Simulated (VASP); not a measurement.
# BP (F-43m) in VASP: notebook, part 2 of 2

VASP 6.6.1. The steps go on from the part before.

### Step 5. Single point, PBE

The input, INCAR:

```
SYSTEM = BP
PREC = Accurate
ENCUT = 520
EDIFF = 1E-6
ISMEAR = 0
SIGMA = 0.05
LREAL = .FALSE.
LASPH = .TRUE.
NELM = 80
ALGO = Normal
ISIF = 2
LWAVE = .FALSE.
LCHARG = .FALSE.
GGA = PE
NBANDS = 11
```

The input, KPOINTS:

```
regular mesh
0
G
  16 16 16
  0 0 0
```

The input, POSCAR:

```
BP
1.0
    0.0000000000      2.2690000000      2.2690000000
    2.2690000000      0.0000000000      2.2690000000
    2.2690000000      2.2690000000      0.0000000000
P B
1 1
Direct
    0.7500000000      0.7500000000      0.7500000000
    0.0000000000      0.0000000000      0.0000000000
```

Potentials or basis: VASP PAW PBE potentials, release 64 (P, B).

Started as:

```bash
$ cat potpaw_PBE.64/P/POTCAR potpaw_PBE.64/B/POTCAR > POTCAR
$ mpirun -np 1 vasp_std > vasp.out
```

OUTCAR:

```text
SYSTEM = BP
   PREC = Accurate
   ENCUT = 520
   EDIFF = 1E-6
   ISMEAR = 0
   LREAL = .FALSE.
   LASPH = .TRUE.
   NELM = 80
   ISIF = 2
   GGA = PE

 ion  position               nearest neighbor table
   1  0.750  0.750  0.750-   2 1.97   2 1.97   2 1.97   2 1.97
   2  0.000  0.000  0.000-   1 1.97   1 1.97   1 1.97   1 1.97

  LATTYP: Found a face centered cubic cell.
 ALAT       =     4.5380000000

  Lattice vectors:

 A1 = (   0.0000000000,   2.2690000000,   2.2690000000)
 A2 = (   2.2690000000,   0.0000000000,   2.2690000000)
 A3 = (   2.2690000000,   2.2690000000,   0.0000000000)

Analysis of symmetry for initial positions (statically):
=====================================================================
 Subroutine PRICEL returns:
 Original cell was already a primitive cell.

 Routine SETGRP: Setting up the symmetry group for a
 face centered cubic supercell.

 Subroutine GETGRP returns: Found 24 space group operations
 (whereof 24 operations were pure point group operations)
 out of a pool of 48 trial point group operations.

The static configuration has the point symmetry T_d .

Analysis of symmetry for dynamics (positions and initial velocities):
[... 166 lines left out ...]
 k-point     1 :       0.0000    0.0000    0.0000
  band No.  band energies     occupation
      1      -8.0276      2.00000
      2       7.4327      2.00000
      3       7.4327      2.00000
      4       7.4327      2.00000
      5      10.8335      0.00000
      6      10.8335      0.00000
      7      10.8335      0.00000
      8      14.8070      0.00000
      9      18.9455      0.00000
     10      19.5615      0.00000
     11      19.5615      0.00000
[... 309 lines left out ...]
 k-point    24 :      -0.0625    0.0625    0.0000
  band No.  band energies     occupation
      1      -7.8399      2.00000
      2       6.3095      2.00000
      3       6.6719      2.00000
      4       7.3356      2.00000
      5      11.0207      0.00000
      6      11.2432      0.00000
      7      11.5787      0.00000
      8      15.3021      0.00000
      9      18.4828      0.00000
     10      19.2625      0.00000
     11      19.5494      0.00000

 [... further k-points ...]
[... 5 lines left out ...]
  --------------------------------------------------------------------------------------
  -------------------------------------------------------------------------------------
  Total        0.1293217      0.1293217      0.1293217      0.0000000      0.0000000      0.0000000
  in kB        8.8684627      8.8684627      8.8684627      0.0000000      0.0000000      0.0000000
  external PRESSURE =       8.8684627 kB  Pullay stress =       0.0000000 kB

 VOLUME and BASIS-vectors are now :
 -----------------------------------------------------------------------------
  energy-cutoff  :      520.00
  volume of cell :       23.36
      direct lattice vectors                 reciprocal lattice vectors
     0.000000000  2.269000000  2.269000000    -0.220361393  0.220361393  0.220361393
     2.269000000  0.000000000  2.269000000     0.220361393 -0.220361393  0.220361393
     2.269000000  2.269000000  0.000000000     0.220361393  0.220361393 -0.220361393

 POSITION                                       TOTAL-FORCE (eV/Angst)
 -----------------------------------------------------------------------------------
      3.40350      3.40350      3.40350         0.000000      0.000000      0.000000
      0.00000      0.00000      0.00000        -0.000000     -0.000000     -0.000000
 -----------------------------------------------------------------------------------
    total drift:                               -0.000000     -0.000000     -0.000000

  FREE ENERGIE OF THE ION-ELECTRON SYSTEM (eV)
  ---------------------------------------------------
  free  energy   TOTEN  =       -12.9307985132 eV

  energy  without entropy=      -12.9307985132  energy(sigma->0) =      -12.93079851
```

OSZICAR:

```text
N       E                     dE             d eps       ncg     rms          rms(c)
DAV:   1     0.972397536681E+01    0.97240E+01   -0.40115E+03  3190   0.657E+02
DAV:   2    -0.130168175635E+02   -0.22741E+02   -0.21645E+02  4234   0.111E+02
DAV:   3    -0.136357319434E+02   -0.61891E+00   -0.61685E+00  4074   0.159E+01
DAV:   4    -0.136381761899E+02   -0.24442E-02   -0.24440E-02  3652   0.115E+00
DAV:   5    -0.136381886773E+02   -0.12487E-04   -0.12487E-04  3959   0.838E-02    0.721E+00
DAV:   6    -0.130288656793E+02    0.60932E+00   -0.13901E+00  3607   0.510E+00    0.388E+00
DAV:   7    -0.129380868712E+02    0.90779E-01   -0.23308E-01  4007   0.240E+00    0.133E+00
DAV:   8    -0.129302682828E+02    0.78186E-02   -0.26544E-02  3765   0.929E-01    0.194E-01
DAV:   9    -0.129305910563E+02   -0.32277E-03   -0.71034E-04  3719   0.180E-01    0.123E-01
DAV:  10    -0.129307870181E+02   -0.19596E-03   -0.24797E-04  3621   0.989E-02    0.283E-02
DAV:  11    -0.129307975240E+02   -0.10506E-04   -0.11269E-05  4040   0.222E-02    0.332E-02
DAV:  12    -0.129307985132E+02   -0.98928E-06   -0.45558E-06  3610   0.105E-02
   1 F= -.12930799E+02 E0= -.12930799E+02  d E =-.684672E-11
```

stdout:

```text
POSCAR found type information on POSCAR P B
 POSCAR found :  2 types and       2 ions
 scaLAPACK will be used
 LDA part: xc-table for (Slater+PW92), standard interpolation
 POSCAR, INCAR and KPOINTS ok, starting setup
 FFT: planning ... GRIDC
 FFT: planning ... GRID_SOFT
 FFT: planning ... GRID
 WAVECAR not read
 entering main loop
```

Wall time 32 s (1 thread of AMD EPYC 7R43 (Zen 3), shared host); peak memory 0.12 GiB.

Results:

| Item | Value |
| --- | --- |
| Free energy | -12.9308 eV |
| Pressure | 0.9 GPa |
| Band gap on the k mesh | 1.25 eV, indirect (least direct gap 3.40 eV) |

Levels at points of the mesh, in eV from the valence-band top:
| k point | band 1 | band 2 | band 3 | band 4 | band 5 | band 6 | band 7 | band 8 | band 9 |
| --- | --- | --- | --- | --- | --- | --- | --- | --- | --- |
| (0.00, 0.00, 0.00) | -15.46 | 0.00 | 0.00 | 0.00 | 3.40 | 3.40 | 3.40 | 7.37 | 11.51 |
| (0.50, 0.00, 0.00) | -12.14 | -9.03 | -1.76 | -1.76 | 3.78 | 4.71 | 4.71 | 10.13 | 14.63 |
| (0.50, 0.50, 0.00) | -10.61 | -8.58 | -4.11 | -4.11 | 1.33 | 1.66 | 12.12 | 12.12 | 15.23 |

### Step 6. The runs side by side

```tsv
k mesh	gap on the mesh (eV)	pressure (GPa)
9 × 9 × 9	1.26	0.9
11 × 11 × 11	1.27	0.9
14 × 14 × 14	1.24	0.9
16 × 16 × 16	1.25	0.9
```

Alike in all rows: task single point; level PBE; potentials or basis VASP PAW PBE potentials, release 64 (P, B); no spin polarisation; cell as given; cutoff (eV) 520; smearing gaussian 0.05 eV.

On the cell as given the gap runs from 1.24 eV (PBE) to 1.27 eV (PBE); the meshes differ, which moves gaps too.

Absolute energies hang on the potentials; compare differences alone.
